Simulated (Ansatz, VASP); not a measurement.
## Two plane-wave programs on Hf

The input POSCAR:

```
Hf
1.0
    0.0000000000      2.2200000000      2.2200000000
    2.2200000000      0.0000000000      2.2200000000
    2.2200000000      2.2200000000      0.0000000000
Hf
1
Direct
    0.0000000000      0.0000000000      0.0000000000
```

File INCAR.step1:

```
PREC     = Accurate       # precision mode
ENCUT    = 550            # plane-wave cutoff, eV
ISMEAR   = 0              # smearing method
SIGMA    = 0.1            # smearing width, eV
LREAL    = False          # projectors in reciprocal space
LASPH    = True           # aspherical terms in the spheres
NELM     = 120            # most SCF steps
NBANDS   = 11             # bands
GGA      = PE             # functional
ALGO     = Normal         # electronic algorithm
EDIFF    = 1E-5           # SCF threshold, eV
LWAVE    = True           # write WAVECAR
LCHARG   = False          # write CHGCAR
GGA_COMPAT= False
```

File INCAR.step2:

```
PREC     = Accurate       # precision mode
ENCUT    = 550            # plane-wave cutoff, eV
EDIFF    = 1E-6           # SCF threshold, eV
ISMEAR   = 0              # smearing method
SIGMA    = 0.1            # smearing width, eV
LREAL    = False          # projectors in reciprocal space
LASPH    = True           # aspherical terms in the spheres
NELM     = 120            # most SCF steps
ALGO     = Normal         # electronic algorithm
ISIF     = 2              # what is computed and relaxed
LWAVE    = False          # write WAVECAR
LCHARG   = False          # write CHGCAR
METAGGA  = R2SCAN         # meta-GGA
LMIXTAU  = True         
NBANDS   = 11             # bands
ISTART   = 1            
GGA_COMPAT= False
```

KPOINTS

```
regular mesh
0
Gamma
  8 8 8
```

Input for Ansatz:

```yaml
crystal:
  lattice:
    - [0.0, 2.22, 2.22]
    - [2.22, 0.0, 2.22]
    - [2.22, 2.22, 0.0]
  atoms:
    - { symbol: Hf, position: [0.0, 0.0, 0.0] }
basis:
  ecutwfc: 500
kpoints:
  mp_grid: { grid: [8, 8, 8] }
hamiltonian:
  xc: r2scan
scf:
  occupations: { method: gaussian, width: 0.1 }
output:
  forces: true
  stress: true
  eigenvalues: true
```

Alike in both runs: task single point; functional r2SCAN; k mesh 8 × 8 × 8; occupations gaussian, width 0.1 eV; no spin polarisation.

|  | VASP | Ansatz |
| --- | --- | --- |
| version | VASP 6.6.1 | Ansatz 0.2.0 |
| potentials or method | VASP PAW PBE potentials, release 64 (Hf_pv), cutoff 550 eV | scalar-relativistic, plane waves, PAW |
| valence electrons in the cell | 10 | 26 |

|  | VASP | Ansatz | Ansatz less VASP |
| --- | --- | --- | --- |
| gap on the k mesh at the Fermi level (eV) | none | none | - |
| pressure (GPa) | 2.4 | 2.9 | +0.50 |

VASP's potentials were made for PBE, not for r2SCAN. A gap of «none» marks a metal or a gap that the smearing closes. VASP's potentials hold 10 valence electrons a cell and Ansatz's 26, so a difference there can come from the potentials and not from the codes.

Spin-orbit coupling is off throughout.
